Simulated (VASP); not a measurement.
Input of a VASP 6.6.1 run:

Contents of INCAR:

```
SYSTEM = Tc
  PREC = Accurate
  ENCUT = 600
  EDIFF = 1E-6
  ISMEAR = -1
  SIGMA = 0.1
  LREAL = .FALSE.
  LASPH = .TRUE.
  NELM = 60
  ALGO = Normal
  ISIF = 3
  LWAVE = .FALSE.
  LCHARG = .FALSE.
  IBRION = 2
  NSW = 80
  EDIFFG = -0.02
  PSTRESS = 300.0
```

File KPOINTS:

```
regular mesh
0
G
  9 9 5
  0 0 0
```

File POSCAR:

```
Tc
1.0
    2.7200000000      0.0000000000      0.0000000000
   -1.3600000000      2.3555890983      0.0000000000
    0.0000000000      0.0000000000      4.4417600000
Tc
2
Direct
    0.3333333333      0.6666666667      0.2500000000
    0.6666666667      0.3333333333      0.7500000000
```

Potentials or basis: VASP PAW LDA potentials, release 64 (Tc_pv).

The run is started by

```bash
$ cat potpaw_LDA.64/Tc_pv/POTCAR > POTCAR
$ mpirun -np 1 vasp_std > vasp.out
```

What does it give for the relaxed cell?

a = 2.645 Å, b = 2.645 Å, c = 4.227 Å, α = 90.00°, β = 90.00°, γ = 120.00°.

What does it give for the relaxed volume?

12.80 Å³/atom.

The path:
```tsv
step	energy change (eV)	largest force (eV/Å)	pressure (GPa)	volume (Å³)
1	0.0000	0.0000	-9.80	28.46
2	12.4560	0.0000	554.86	16.23
3	0.0538	0.0000	20.37	26.16
4	0.1025	0.0000	26.19	25.82
5	0.1432	0.0000	30.37	25.59
6	0.1372	0.0000	30.03	25.61
7	0.1358	0.0000	30.11	25.60
```

Caveat: the cell is relaxed towards a set pressure, so the enthalpy falls and the energy may rise.
